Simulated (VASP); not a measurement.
Write the native input for VASP 6.6.1 that does the following.

```yaml
Task: single point
Functional: r2SCAN
Potentials_or_basis: VASP PAW PBE potentials, release 64 (Sn_d, O)
Cutoff: 520 eV
k_mesh: 12 × 12 × 12
Occupations: gaussian, width 0.05 eV
Spin: no spin polarisation
Dipole_correction: no
Further_INCAR_settings: ALGO = Normal; EDIFF = 1e-06; NBANDS = 20
```

SnO2:

```
Sn O
1.0
     1.74646    1.00832    4.60857
    -1.74646    1.00832    4.60857
     0.00000   -2.01664    4.60857
Sn O
1 2
Direct
  0.50000 0.50000 0.50000
  0.23717 0.23717 0.23717
  0.76283 0.76283 0.76283
```

This cell differs from its parent crystal: strain +0.080 along x and y, -0.040 along z.

The input as run:

POSCAR

```
SnO2
1.0
    1.7464605212      1.0083194521      4.6085688806
   -1.7464605212      1.0083194521      4.6085688806
    0.0000000000     -2.0166389041      4.6085688806
Sn O
1 2
Direct
    0.5000000000      0.5000000000      0.5000000000
    0.2371700000      0.2371700000      0.2371700000
    0.7628300000      0.7628300000      0.7628300000
```

INCAR.step1

```
PREC = Accurate
ENCUT = 520
ISMEAR = 0
SIGMA = 0.05
LREAL = F
LASPH = T
NELM = 80
NBANDS = 20
GGA = PE
ALGO = Normal
EDIFF = 1E-4
LWAVE = T
LCHARG = F
```

INCAR.step2

```
PREC = Accurate
ENCUT = 520
EDIFF = 1E-6
ISMEAR = 0
SIGMA = 0.05
LREAL = F
LASPH = T
NELM = 80
ALGO = Normal
ISIF = 2
LWAVE = F
LCHARG = F
METAGGA = R2SCAN
LMIXTAU = T
NBANDS = 20
ISTART = 1
```

KPOINTS

```
regular mesh
0
Gamma
  12 12 12
```

Potentials or basis: VASP PAW PBE potentials, release 64 (Sn_d, O).

Launch:

```console
$ cat potpaw_PBE.64/Sn_d/POTCAR potpaw_PBE.64/O/POTCAR > POTCAR
$ cp INCAR.step1 INCAR
$ mpirun -np 1 vasp_std > vasp.out
$ cp INCAR.step2 INCAR
$ mpirun -np 1 vasp_std > vasp.out
```

Results of the run:

- Pressure: -22.3 GPa
- Largest force: 1.066 eV/Å
- Band gap on the k mesh: 0.84 eV (least direct gap 0.87 eV)

Caveat: the cell differs from its parent crystal (strain +0.080 along x and y, -0.040 along z); the cell stands under tension; the PAW data sets were made with another functional, which shifts forces and pressure a little; spin-orbit coupling is left out, which moves the levels of the heavy elements.

It took 8.2 min on 1 thread of Intel(R) Xeon(R) 6975P-C (Granite Rapids), with other jobs on the host, peak memory 0.36 GiB.
